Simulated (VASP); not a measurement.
Cu:

```xyz
2
Lattice="2.5341 0.0000 0.0000 -1.2671 2.1946 0.0000 0.0000 0.0000 4.1126" Properties=species:S:1:pos:R:3 pbc="T T T"
Cu    0.0000    1.4631    1.0281
Cu    1.2671    0.7315    3.0844
```

This isn't the form of Cu at room conditions, which is fcc.

```yaml
Program: VASP 6.6.1
Task: relaxation of cell and atoms
Functional: LDA
Potentials_or_basis: VASP PAW LDA potentials, release 64 (Cu)
Cutoff: 600 eV
k_mesh: 15 × 15 × 8
Occupations: methfessel-paxton, width 0.15 eV
Spin: no spin polarisation
```

At the start: pressure -6.9 GPa; volume 11.44 Å³/atom.

Task: Where does the relaxation end?

Result: Over 5 steps the energy falls by 13.6 meV/atom and the volume is 10.94 Å³/atom (-4.4 %); space group P6_3/mmc (No. 194, to 0.1 Å) before and after.

The path:
```
step  energy change (eV)  largest force (eV/Å)  pressure (GPa)  volume (Å³)
   1              0.0000                0.0000           -6.93        22.87
   2             -0.0164                0.0000            5.61        21.27
   3             -0.0258                0.0000            0.32        21.84
   4             -0.0271                0.0000            0.27        21.86
   5             -0.0272                0.0000            0.17        21.87
```

Final structure:
```
Cu
1.0
     2.47939    0.00000    0.00000
    -1.23970    2.14721    0.00000
     0.00000    0.00000    4.10799
Cu
2
Direct
  0.33333 0.66667 0.25000
  0.66667 0.33333 0.75000
```
